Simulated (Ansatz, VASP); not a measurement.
## WSe in VASP and in Ansatz

```
CELL_PARAMETERS angstrom
0.00000 2.83887 2.83887
2.83887 0.00000 2.83887
2.83887 2.83887 0.00000
ATOMIC_POSITIONS crystal
W 0.00000 0.00000 0.00000
Se 0.25000 0.25000 0.25000
```

Alike in both runs: task single point; functional PBE; k mesh 12 × 12 × 12; occupations gaussian, width 0.1 eV; collinear spin.

|  | VASP | Ansatz |
| --- | --- | --- |
| version | VASP 6.6.1 | Ansatz 0.2.0 |
| potentials or method | VASP PAW PBE potentials, release 64 (W_sv, Se), cutoff 520 eV | scalar-relativistic, plane waves, PAW |
| valence electrons in the cell | 20 | 30 |

```tsv
	VASP	Ansatz	Ansatz less VASP
gap on the k mesh at the Fermi level (eV)	none	none	-
pressure (GPa)	-1.6	0.0	+1.61
net moment per atom (μB)	0.00	0.64	+0.641
size of the moment on the site where the two differ most (μB)	0.00	0.79	+0.792
```

The net moments are unlike, so the other rows may belong to different states. Site moments also hang on the region over which each program counts them. A gap of «none» marks a metal or a gap that the smearing closes. VASP's potentials hold 20 valence electrons a cell and Ansatz's 30, so a difference there can come from the potentials and not from the codes.

Spin-orbit coupling is off throughout.
